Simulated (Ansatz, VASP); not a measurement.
SnGe5 in VASP and in Ansatz

POSCAR

```
SnGe5
1.0
    4.1392548904      0.0000000000      0.0000000000
   -2.0696274452      3.5846998878      0.0000000000
    0.0000000000      0.0000000000     10.0727189928
Ge Sn
5 1
Direct
    0.0000000000      0.0000000000     -0.0136609198
    0.6666666667      0.3333333333      0.6660040336
    0.3333333333      0.6666666667      0.3471035193
    0.6666666667      0.3333333333      0.9105677718
    0.3333333333      0.6666666667      0.5905532683
    0.0000000000      0.0000000000      0.2494323267
```

INCAR.step1

```
SYSTEM = SnGe5
ALGO     = Normal         ! electronic algorithm
EDIFF    = 1E-4           ! SCF threshold, eV
ENCUT    = 520            ! plane-wave cutoff, eV
GGA      = PE             ! functional
ISMEAR   = -1             ! smearing method
LASPH    = .TRUE.         ! aspherical terms in the spheres
LCHARG   = .FALSE.        ! write CHGCAR
LREAL    = .FALSE.        ! projectors in reciprocal space
LWAVE    = .TRUE.         ! write WAVECAR
NBANDS   = 51             ! bands
NELM     = 80             ! most SCF steps
PREC     = Accurate       ! precision mode
SIGMA    = 0.02           ! smearing width, eV
```

The input INCAR.step2:

```
SYSTEM = SnGe5
ALGO     = Normal         ! electronic algorithm
EDIFF    = 1E-6           ! SCF threshold, eV
ENCUT    = 520            ! plane-wave cutoff, eV
ISIF     = 2              ! what is computed and relaxed
ISMEAR   = -1             ! smearing method
ISTART   = 1            
LASPH    = .TRUE.         ! aspherical terms in the spheres
LCHARG   = .FALSE.        ! write CHGCAR
LMIXTAU  = .TRUE.       
LREAL    = .FALSE.        ! projectors in reciprocal space
LWAVE    = .FALSE.        ! write WAVECAR
METAGGA  = R2SCAN         ! meta-GGA
NBANDS   = 51             ! bands
NELM     = 80             ! most SCF steps
PREC     = Accurate       ! precision mode
SIGMA    = 0.02           ! smearing width, eV
```

The input KPOINTS:

```
k-points
0
G
  6 6 2
  0 0 0
```

Input for Ansatz:

```yaml
crystal:
  lattice:
    - [4.1392548904, 0.0, 0.0]
    - [-2.0696274452, 3.5846998878, 0.0]
    - [0.0, 0.0, 10.0727189928]
  atoms:
    - { symbol: Ge, position: [0.0, 0.0, -0.0136609198] }
    - { symbol: Ge, position: [0.6666666667, 0.3333333333, 0.6660040336] }
    - { symbol: Ge, position: [0.3333333333, 0.6666666667, 0.3471035193] }
    - { symbol: Ge, position: [0.6666666667, 0.3333333333, 0.9105677718] }
    - { symbol: Ge, position: [0.3333333333, 0.6666666667, 0.5905532683] }
    - { symbol: Sn, position: [0.0, 0.0, 0.2494323267] }
kpoints:
  mp_grid: { grid: [6, 6, 2] }
hamiltonian:
  xc: r2scan
scf:
  occupations: { method: fermi_dirac, width: 0.02 }
  n_extra_bands: 5
output:
  forces: true
  stress: true
  eigenvalues: true
```

Alike in both runs: task single point; functional r2SCAN; k mesh 6 × 6 × 2; occupations fermi-dirac, width 0.02 eV; no spin polarisation.

|  | VASP | Ansatz |
| --- | --- | --- |
| version | VASP 6.6.1 | Ansatz 0.2.0 |
| potentials or method | VASP PAW PBE potentials, release 64 (Ge_d, Sn_d) | plane waves, PAW |
| plane-wave cutoff (eV) | 520 | 500 |
| valence electrons in the cell | 84 | 84 |

```csv
,VASP,Ansatz,Ansatz less VASP
pressure (GPa),0.0,0.0,-0.01
rms of the force components (eV/Å),0.004,0.000,-0.0040
```

VASP's potentials were made for PBE, not for r2SCAN. Atom by atom the forces differ by 0.004 eV/Å (rms over components). With one functional, cell and mesh, what is left measures potentials, basis and numerics.
